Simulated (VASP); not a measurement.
The system is B.

```xyz
2
Lattice="0.0000 2.2323 2.2323 2.2323 0.0000 2.2323 2.2323 2.2323 0.0000" Properties=species:S:1:pos:R:3 pbc="T T T"
B     0.0000    0.0000    0.0000
B     1.1161    1.1161    1.1161
```

```yaml
Program: VASP 6.6.1
Task: relaxation of cell and atoms
Functional: PBE
Potentials_or_basis: VASP PAW PBE potentials, release 64 (B)
Cutoff: 600 eV
k_mesh: 16 × 16 × 16
Occupations: fermi-dirac, width 0.05 eV
Spin: no spin polarisation
```

At the start: pressure -30.5 GPa; volume 11.12 Å³/atom.

Question: How do energy, volume and symmetry change on relaxing?

Answer: Over 16 steps the energy falls by 333.8 meV/atom and the volume is 8.32 Å³/atom (-25.2 %); space group Fd-3m (No. 227, to 0.05 Å).

The path:
```tsv
step	energy change (eV)	largest force (eV/Å)	pressure (GPa)	volume (Å³)
1	0.0000	0.0000	-30.49	22.25
2	-0.6576	0.0000	6.15	16.10
3	-0.6677	0.0000	0.25	16.62
4	-0.6675	0.0000	-0.83	16.72
5	-0.6675	0.0000	-0.81	16.72
6	-0.6675	0.0000	-0.75	16.71
7	-0.6675	0.0000	-0.74	16.71
8	-0.6675	0.0000	-0.74	16.71
9	-0.6675	0.0000	-0.74	16.71
10	-0.6675	0.0000	-0.73	16.71
11	-0.6675	0.0000	-0.71	16.71
12	-0.6675	0.0000	-0.67	16.70
13	-0.6676	0.0000	-0.60	16.70
14	-0.6676	0.0000	-0.46	16.68
15	-0.6677	0.0000	-0.12	16.65
16	-0.6677	0.0000	-0.03	16.64
```

Final structure:
```yaml
crystal:
  lattice:
    - [0.00000, 2.02633, 2.02633]
    - [2.02633, 0.00000, 2.02633]
    - [2.02633, 2.02633, 0.00000]
  atoms:
    - { symbol: B, position: [0.00000, 0.00000, 0.00000] }
    - { symbol: B, position: [0.25000, 0.25000, 0.25000] }
```

Caveat: the volume moved by over 15 % at a fixed basis, so the end points are rough.
